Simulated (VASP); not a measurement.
Input of a VASP 6.6.1 run:

POSCAR

```
MgF2
1.0
    4.6220159946      0.0000000000      0.0000000000
    0.0000000000      4.6220159946      0.0000000000
    0.0000000000      0.0000000000      3.1070339947
Mg F
2 4
Direct
    0.0000000000      0.0000000000      0.0000000000
    0.5000000000      0.5000000000      0.5000000000
    0.3037306658      0.3037306658      0.0000000000
    0.1962693342      0.8037306658      0.5000000000
    0.8037306658      0.1962693342      0.5000000000
    0.6962693342      0.6962693342      0.0000000000
```

INCAR.step1

```
SYSTEM = MgF2
PREC     = Accurate       ! precision mode
ENCUT    = 520            ! plane-wave cutoff, eV
EDIFF    = 1E-5           ! SCF threshold, eV
ISMEAR   = 0              ! smearing method
SIGMA    = 0.01           ! smearing width, eV
LREAL    = .False.        ! projectors in reciprocal space
LASPH    = .True.         ! aspherical terms in the spheres
NELM     = 120            ! most SCF steps
ALGO     = Normal         ! electronic algorithm
ISIF     = 2              ! what is computed and relaxed
LWAVE    = .True.         ! write WAVECAR
LCHARG   = .False.        ! write CHGCAR
GGA      = PE             ! functional
NBANDS   = 25             ! bands
GGA_COMPAT= .False.      
KPAR     = 4
```

INCAR.step2

```
SYSTEM = MgF2
PREC     = Accurate       ! precision mode
ENCUT    = 520            ! plane-wave cutoff, eV
EDIFF    = 1E-6           ! SCF threshold, eV
ISMEAR   = 0              ! smearing method
SIGMA    = 0.01           ! smearing width, eV
LREAL    = .False.        ! projectors in reciprocal space
LASPH    = .True.         ! aspherical terms in the spheres
NELM     = 120            ! most SCF steps
ALGO     = Normal         ! electronic algorithm
ISIF     = 2              ! what is computed and relaxed
LWAVE    = .False.        ! write WAVECAR
LCHARG   = .False.        ! write CHGCAR
GGA      = PE             ! functional
LHFCALC  = .True.         ! exact exchange
HFSCREEN = 0.2079         ! screening, 1/A
PRECFOCK = Normal       
ISTART   = 1            
NBANDS   = 25             ! bands
GGA_COMPAT= .False.      
KPAR     = 4
```

Contents of KPOINTS:

```
Automatic mesh
0
Gamma
  4 4 6
  0 0 0
```

Potentials or basis: VASP PAW PBE potentials, release 64 (Mg, F).

The run is started by

```bash
$ cat potpaw_PBE.64/Mg/POTCAR potpaw_PBE.64/F/POTCAR > POTCAR
$ cp INCAR.step1 INCAR
$ mpirun -np 4 vasp_std > vasp.out
$ cp INCAR.step2 INCAR
$ mpirun -np 4 vasp_std > vasp.out
```

(1) Estimate the band gap on the k mesh.

(2) Predict the pressure.

(3) What does it give for the largest force?

Results:

(1) 9.24 eV.

(2) -1.5 GPa.

(3) 0.013 eV/Å.

Caveat: the cell differs from its parent crystal (uniaxial z strain +2.0%); the PAW data sets were made with another functional, which shifts forces and pressure a little.
